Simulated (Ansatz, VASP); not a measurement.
AlN in VASP and in Ansatz

INCAR

```
ALGO     = Normal         # electronic algorithm
EDIFF    = 1E-6           # SCF threshold, eV
ENCUT    = 520            # plane-wave cutoff, eV
GGA      = PS             # functional
ISIF     = 2              # what is computed and relaxed
ISMEAR   = 0              # smearing method
LASPH    = True           # aspherical terms in the spheres
LCHARG   = False          # write CHGCAR
LREAL    = False          # projectors in reciprocal space
LWAVE    = False          # write WAVECAR
NBANDS   = 11             # bands
NELM     = 80             # most SCF steps
PREC     = Accurate       # precision mode
SIGMA    = 0.05           # smearing width, eV
```

The input KPOINTS:

```
k-points
0
Gamma
  10 10 10
```

The input POSCAR:

```
AlN
1.0
    0.0000000000      2.0345180000      2.0345180000
    2.0345180000      0.0000000000      2.0345180000
    2.0345180000      2.0345180000      0.0000000000
Al N
1 1
Direct
    0.4815681159      0.4815681159      0.5184318841
    0.0000000000      0.0000000000      0.0000000000
```

Input for Ansatz:

```yaml
crystal:
  lattice:
    - [0.0, 2.034518, 2.034518]
    - [2.034518, 0.0, 2.034518]
    - [2.034518, 2.034518, 0.0]
  atoms:
    - { symbol: Al, position: [0.4815681159, 0.4815681159, 0.5184318841] }
    - { symbol: "N", position: [0.0, 0.0, 0.0] }
basis:
  ecutwfc: 420
kpoints:
  mp_grid: { grid: [10, 10, 10] }
hamiltonian:
  xc: pbesol
scf:
  occupations: { method: gaussian, width: 0.05 }
output:
  forces: true
  stress: true
  eigenvalues: true
```

Change from the starting cell: all Al atoms moved +0.075 Å, as atom 1 towards its neighbour atom 2 (N) at 2.035 Å.

Alike in both runs: task single point; functional PBEsol; k mesh 10 × 10 × 10; occupations gaussian, width 0.05 eV; no spin polarisation.

```csv
,VASP,Ansatz
version,VASP 6.6.1,Ansatz 0.2.0
potentials or method,"VASP PAW PBE potentials, release 64 (Al, N), cutoff 520 eV","scalar-relativistic, plane waves, PAW"
valence electrons in the cell,8,8
```

```tsv
	VASP	Ansatz	Ansatz less VASP
gap on the k mesh at the Fermi level (eV)	4.36	4.36	+0.005
least direct gap on the mesh (eV)	5.39	5.37	-0.019
pressure (GPa)	-3.7	-3.6	+0.08
traceless stress, the component that is largest in VASP (GPa)	2.16	2.12	-0.031
rms of the force components (eV/Å)	0.303	0.300	-0.0031
```

VASP's potentials were made for PBE, not for PBEsol. Atom by atom the forces differ by 0.003 eV/Å (rms over components). The functional is the same, so the differences come from potentials, cutoffs and numerics.
